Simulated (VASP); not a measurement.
Ta2W: single point with r2SCAN

The system is Ta2W.

```xyz
3
Lattice="4.8016 0.0000 0.0000 -2.4008 4.1583 0.0000 0.0000 0.0000 2.6308" Properties=species:S:1:pos:R:3 pbc="T T T"
Ta    0.0000    2.7722    1.3154
Ta    2.4008    1.3861    1.3154
W     0.0000    0.0000    0.0000
```

| Property | Result |
| --- | --- |
| Program | VASP 6.6.1 |
| Task | single point |
| Functional | r2SCAN |
| Potentials or basis | VASP PAW PBE potentials, release 64 (Ta_pv, W_sv) |
| Cutoff | 520 eV |
| k mesh | 6 × 6 × 6 |
| Occupations | gaussian, width 0.1 eV |
| Spin | no spin polarisation |
| Dipole correction | no |
| Further INCAR settings | ALGO = Normal; EDIFF = 1e-06; NBANDS = 25 |

```json
{
 "Pressure": "1.0 GPa",
 "Band gap on the k mesh": "zero (bands 18 and 19 overlap by 1.58 eV)"
}
```

Stress tensor (GPa, compression positive):
```
0.96 0.00 0.00
0.00 0.96 0.00
0.00 0.00 1.21
```

Levels at points of the mesh, in eV from the Fermi level:
```csv
k point,band 14,band 15,band 16,band 17,band 18,band 19,band 20,band 21,band 22,band 23
"(0.00, 0.00, 0.00)",-1.97,-1.97,-1.83,-1.83,-1.48,0.79,0.79,3.05,3.05,4.23
"(0.50, 0.00, 0.00)",-2.69,-1.96,-1.73,-1.71,-1.32,0.59,2.36,3.03,3.23,4.44
"(0.00, 0.00, 0.50)",-3.67,-3.38,-2.18,0.10,0.10,1.72,1.72,3.69,3.69,5.15
"(0.50, 0.00, 0.50)",-3.21,-1.39,-1.16,-0.91,0.19,0.87,1.09,2.47,4.01,4.18
```

It took 96 s on 1 thread of AMD EPYC 7R13 Processor (Zen 3), on a shared host, peak memory 0.16 GiB.

Caveat: the k points lie up to 0.40 Å⁻¹ apart, too coarse for converged energies and pressures of a metal; the PAW data sets were made with another functional, which shifts forces and pressure a little; spin-orbit coupling is left out, which moves the levels of the heavy elements.
